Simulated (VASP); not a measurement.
## P: relaxation of cell and atoms with PBEsol

The system is P.

```
P
1.0
     1.72573    0.99635    3.12968
    -1.72573    0.99635    3.12968
     0.00000   -1.99270    3.12968
P
2
Direct
  0.77292 0.77292 0.77292
  0.22708 0.22708 0.22708
```

```
Program                : VASP 6.6.1
Task                   : relaxation of cell and atoms
Functional             : PBEsol
Potentials or basis    : VASP PAW PBE potentials, release 64 (P)
Cutoff                 : 600 eV
k mesh                 : 9 × 9 × 9
Occupations            : fermi-dirac, width 0.05 eV
Spin                   : no spin polarisation
Target pressure        : 2 GPa
Dipole correction      : no
Further INCAR settings : ALGO = Normal; EDIFF = 1e-06; IBRION = 2; EDIFFG = -0.01; NSW = 60; ISIF = 3
```

```
Relaxed volume                                             : 14.76 Å³/atom
Relaxed cell                                               : a = 3.523 Å, b = 3.523 Å, c = 3.523 Å, α = 58.03°, β = 58.03°, γ = 58.03°
Space group after relaxing (to 0.1 Å)                      : R-3m (No. 166)
Energy change on relaxing (the run minimises the enthalpy) : -11.4 meV/atom
Ionic steps                                                : 10
Pressure after relaxing                                    : 2.0 GPa
Largest force after relaxing                               : 0.008 eV/Å
Band gap on the k mesh                                     : zero (bands 5 and 6 overlap by 0.99 eV)
```

Forces on the atoms (eV/Å):
```
P    0.000  0.000 -0.008
P    0.000  0.000  0.008
```

Step by step:
| step | energy change (eV) | largest force (eV/Å) | pressure (GPa) | volume (Å³) |
| --- | --- | --- | --- | --- |
| 1 | 0.0000 | 0.2414 | -1.76 | 32.29 |
| 2 | -0.0059 | 0.4038 | 2.61 | 30.55 |
| 3 | -0.0035 | 0.4348 | 3.22 | 30.32 |
| 4 | -0.0185 | 0.1565 | 2.29 | 29.89 |
| 5 | -0.0205 | 0.0687 | 2.20 | 29.49 |
| 6 | -0.0233 | 0.0094 | 1.85 | 29.56 |
| 7 | -0.0234 | 0.0039 | 1.81 | 29.56 |
| 8 | -0.0234 | 0.0029 | 1.81 | 29.57 |
| 9 | -0.0222 | 0.0177 | 2.17 | 29.47 |
| 10 | -0.0228 | 0.0076 | 2.00 | 29.52 |

Final structure:
```yaml
crystal:
  lattice:
    - [1.70878, 0.98657, 2.91838]
    - [-1.70878, 0.98657, 2.91838]
    - [0.00000, -1.97313, 2.91838]
  atoms:
    - { symbol: P, position: [0.76589, 0.76589, 0.76589] }
    - { symbol: P, position: [0.23411, 0.23411, 0.23411] }
```

Levels at points of the mesh, in eV from the Fermi level:
```csv
k point,band 2,band 3,band 4,band 5,band 6,band 7,band 8,band 9
"(0.00, 0.00, 0.00)",-2.84,-2.72,-2.72,-2.31,2.27,3.33,3.33,5.42
```

Run time: 66 s on 1 thread of Intel(R) Xeon(R) 6975P-C (Granite Rapids) (shared host), peak memory 0.18 GiB.

Caveat: the cell is relaxed towards a set pressure, so the run minimises the enthalpy, not the energy; the PAW data sets were made with another functional, which shifts forces and pressure a little.
